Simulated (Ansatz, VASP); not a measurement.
**Two plane-wave programs on Na**

The input INCAR:

```
SYSTEM = Na
PREC = Accurate ; ENCUT = 520
EDIFF = 1E-6 ; ISMEAR = 0
SIGMA = 0.15 ; LREAL = .FALSE.
LASPH = .TRUE. ; NELM = 80
ALGO = Fast ; ISIF = 2
LWAVE = .FALSE. ; LCHARG = .FALSE.
GGA = PE ; NBANDS = 14
```

File KPOINTS:

```
Automatic mesh
0
G
  15 15 8
  0 0 0
```

The input POSCAR:

```
Na
1.0
    3.7449956804      0.0000000000      0.0000000000
   -1.8724978402      3.2432613963      0.0000000000
    0.0000000000      0.0000000000      6.1030356778
Na
2
Direct
    0.3333333333      0.6666666667      0.2247174999
    0.6666666667      0.3333333333      0.7752825001
```

Input for Ansatz:

```yaml
crystal:
  lattice:
    - [3.7449956804, 0.0, 0.0]
    - [-1.8724978402, 3.2432613963, 0.0]
    - [0.0, 0.0, 6.1030356778]
  atoms:
    - { symbol: Na, position: [0.3333333333, 0.6666666667, 0.2247174999] }
    - { symbol: Na, position: [0.6666666667, 0.3333333333, 0.7752825001] }
basis:
  ecutwfc: 520.0
kpoints:
  mp_grid: { grid: [15, 15, 8] }
hamiltonian:
  xc: pbe
scf:
  occupations: { method: gaussian, width: 0.15 }
output:
  forces: true
  stress: true
  eigenvalues: true
```

Change from the starting cell: mode 4 frozen in at +0.000 Å and mode 6 at -0.154 Å (largest displacements).

Alike in both runs: task single point; functional PBE; k mesh 15 × 15 × 8; occupations gaussian, width 0.15 eV; no spin polarisation.

|  | VASP | Ansatz |
| --- | --- | --- |
| version | VASP 6.6.1 | Ansatz 0.2.0 |
| potentials or method | VASP PAW PBE potentials, release 64 (Na_pv), cutoff 520 eV | scalar-relativistic, plane waves, PAW |
| valence electrons in the cell | 14 | 18 |

```tsv
	VASP	Ansatz	Ansatz less VASP
gap on the k mesh at the Fermi level (eV)	none	none	-
pressure (GPa)	0.3	0.2	-0.07
traceless stress, the component that is largest in VASP (GPa)	0.07	0.08	+0.003
rms of the force components (eV/Å)	0.130	0.130	-0.0005
```

Atom by atom the forces differ by 0.001 eV/Å (rms over components). A gap of «none» marks a metal or a gap that the smearing closes. The functional is the same, so the differences come from potentials, cutoffs and numerics. VASP's potentials hold 14 valence electrons a cell and Ansatz's 18, so a difference there can come from the potentials and not from the codes.
